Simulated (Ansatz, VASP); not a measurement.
## Pt2C: VASP beside Ansatz

INCAR

```
SYSTEM = Pt2C
  PREC = Accurate
  ENCUT = 600
  EDIFF = 1E-6
  ISMEAR = 0
  SIGMA = 0.1
  LREAL = .FALSE.
  LASPH = .TRUE.
  NELM = 120
  ALGO = Normal
  ISIF = 2
  LWAVE = .FALSE.
  LCHARG = .TRUE.
  GGA = PE
  LELF = .TRUE.
  LVHAR = .TRUE.
  NBANDS = 19
  GGA_COMPAT = .FALSE.
```

Contents of KPOINTS:

```
Automatic mesh
0
G
  6 6 6
  0 0 0
```

Contents of POSCAR:

```
Pt2C
1.0
    0.0000000000      2.6492529477      2.6492529477
    2.6492529477      0.0000000000      2.6492529477
    2.6492529477      2.6492529477      0.0000000000
Pt C
2 1
Direct
    0.2500000000      0.2500000000      0.2500000000
    0.7500000000      0.7500000000      0.7500000000
    0.0000000000      0.0000000000      0.0000000000
```

Input for Ansatz:

```yaml
crystal:
  lattice:
    - [0.0, 2.6492529477, 2.6492529477]
    - [2.6492529477, 0.0, 2.6492529477]
    - [2.6492529477, 2.6492529477, 0.0]
  atoms:
    - { symbol: Pt, position: [0.25, 0.25, 0.25] }
    - { symbol: Pt, position: [0.75, 0.75, 0.75] }
    - { symbol: C, position: [0.0, 0.0, 0.0] }
basis:
  ecutwfc: 420
kpoints:
  mp_grid: { grid: [6, 6, 6] }
hamiltonian:
  xc: pbe
scf:
  occupations: { method: gaussian, width: 0.1 }
  lower_state_search: "off"
output:
  forces: true
  stress: true
  eigenvalues: true
```

Alike in both runs: task single point; functional PBE; k mesh 6 × 6 × 6; occupations gaussian, width 0.1 eV; no spin polarisation.

|  | VASP | Ansatz |
| --- | --- | --- |
| version | VASP 6.6.1 | Ansatz 0.2.0 |
| potentials or method | VASP PAW PBE potentials, release 64 (Pt, C), cutoff 600 eV | scalar-relativistic, plane waves, PAW |
| valence electrons in the cell | 24 | 40 |

VASP gave:

| Quantity | Value |
| --- | --- |
| gap on the k mesh at the Fermi level (eV) | none |
| pressure (GPa) | 20.5 |

Problem. Estimate Ansatz's values.

Solution. gap on the k mesh at the Fermi level (eV): none; pressure (GPa): 20.8.

A gap of «none» marks a metal or a gap that the smearing closes. The functional is the same, so the differences come from potentials, cutoffs and numerics. VASP's potentials hold 24 valence electrons a cell and Ansatz's 40, so a difference there can come from the potentials and not from the codes.

Neither program's run includes spin-orbit coupling.
